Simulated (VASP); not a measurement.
TiO2: single point with PBE

Crystal: TiO2.

```
CELL_PARAMETERS angstrom
4.56897 0.00000 0.00000
0.00000 4.56897 0.00000
0.00000 0.00000 2.93935
ATOMIC_POSITIONS crystal
Ti 0.00000 0.00000 0.50000
Ti 0.50000 0.50000 0.00000
O 0.30432 0.30432 0.50000
O 0.19568 0.80432 0.00000
O 0.80432 0.19568 0.00000
O 0.69568 0.69568 0.50000
```

| Property | Result |
| --- | --- |
| Program | VASP 6.6.1 |
| Task | single point |
| Functional | PBE |
| Potentials or basis | VASP PAW PBE potentials, release 64 (Ti_sv, O) |
| Cutoff | 600 eV |
| k mesh | 6 × 6 × 9 |
| Occupations | fermi-dirac, width 0.05 eV |
| Spin | no spin polarisation |
| Dipole correction | no |
| Further INCAR settings | ALGO = Normal; EDIFF = 1e-06; NBANDS = 33 |

The pressure is 9.9 GPa, the largest force is 0.118 eV/Å and the band gap on the k mesh is 1.89 eV, direct.

Forces in eV/Å, atoms in the order of the input:
```
Ti   0.000  0.000  0.000
Ti   0.000  0.000  0.000
O   -0.083 -0.083  0.000
O    0.083 -0.083  0.000
O   -0.083  0.083  0.000
O    0.083  0.083  0.000
```

Stress tensor (GPa, compression positive):
```
 9.63  0.00  0.00
 0.00  9.63  0.00
 0.00  0.00 10.38
```

Levels at points of the mesh, in eV from the valence-band top:
```csv
k point,band 22,band 23,band 24,band 25,band 26,band 27
"(0.00, 0.00, 0.00)",-0.46,-0.46,0.00,1.89,2.19,2.44
"(0.50, 0.00, 0.00)",-1.66,-0.76,-0.76,2.58,2.58,3.09
"(0.50, 0.50, 0.00)",-1.32,-1.08,-1.08,1.93,1.93,2.57
```

Run time: 48 s on 1 thread of Intel(R) Xeon(R) 6975P-C (Granite Rapids), with other jobs on the host, peak memory 0.24 GiB.

A k mesh can miss the band edges. A hybrid or GW would open this gap; PBE tends to underestimate it.
